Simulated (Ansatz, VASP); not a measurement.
**SnO2: VASP beside Ansatz**

```
CELL_PARAMETERS angstrom
4.99677 0.00000 0.00000
0.00000 4.99678 0.00000
0.00000 0.00000 3.01125
ATOMIC_POSITIONS crystal
Sn 0.50000 0.50000 0.50000
Sn 0.00000 0.00000 0.00000
O 0.29427 0.31893 0.00000
O 0.79427 0.18107 0.50000
O 0.20573 0.81893 0.50000
O 0.70573 0.68107 0.00000
```

Change from the starting cell: mode 4 frozen in at -0.084 Å, strain +e along z and -e/2 along x and y -0.0700.

Alike in both runs: task single point; functional PBE; k mesh 6 × 6 × 8; occupations gaussian, width 0.05 eV; no spin polarisation.

|  | VASP | Ansatz |
| --- | --- | --- |
| version | VASP 6.6.1 | Ansatz 0.2.0 |
| potentials or method | VASP PAW PBE potentials, release 64 (Sn_d, O), cutoff 520 eV | scalar-relativistic, plane waves, PAW |
| valence electrons in the cell | 52 | 52 |

|  | VASP | Ansatz | Ansatz less VASP |
| --- | --- | --- | --- |
| gap on the k mesh at the Fermi level (eV) | 1.17 | 1.19 | +0.015 |
| least direct gap on the mesh (eV) | 1.17 | 1.19 | +0.015 |
| pressure (GPa) | 6.7 | 6.0 | -0.65 |
| traceless stress, the component that is largest in VASP (GPa) | 16.94 | 16.59 | -0.349 |
| rms of the force components (eV/Å) | 0.123 | 0.099 | -0.0238 |

Atom by atom the forces differ by 0.025 eV/Å (rms over components).
